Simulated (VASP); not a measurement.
Here is a VASP 6.6.1 calculation.

Contents of INCAR:

```
PREC = Accurate
ENCUT = 520
EDIFF = 1E-7
ISMEAR = -1
SIGMA = 0.08
LREAL = False
LASPH = True
NELM = 80
ALGO = Normal
ISIF = 2
LWAVE = False
LCHARG = False
GGA = CA
NBANDS = 30
```

Contents of KPOINTS:

```
regular mesh
0
Gamma
  14 14 4
```

The input POSCAR:

```
Ag
1.0
    2.8573369195      0.0000000000      0.0000000000
   -1.4286684598      2.4745263596      0.0000000000
    0.0000000000      0.0000000000     10.0000000000
Ag
4
Direct
    0.3333333333      0.6666666667      0.2500000000
    0.6666666667      0.3333333333      0.7500000000
    0.0000000000      0.0000000000      0.0000000000
    0.0000000000      0.0000000000      0.5000000000
```

Potentials or basis: VASP PAW LDA potentials, release 64 (Ag).

Run with:

```sh
$ cat potpaw_LDA.64/Ag/POTCAR > POTCAR
$ mpirun -np 1 vasp_std > vasp.out
```

Task: Predict the band gap on the k mesh.

Result: Zero (bands 22 and 23 overlap by 6.14 eV).

Task: Estimate the pressure.

Result: -9.5 GPa.

Stress tensor (GPa, compression positive):
```
 -7.80   0.00   0.00
  0.00  -7.80   0.00
  0.00   0.00 -12.77
```

Caveat: the cell differs from its parent crystal (equal xx and yy strain of -1 %); the cell stands under tension.
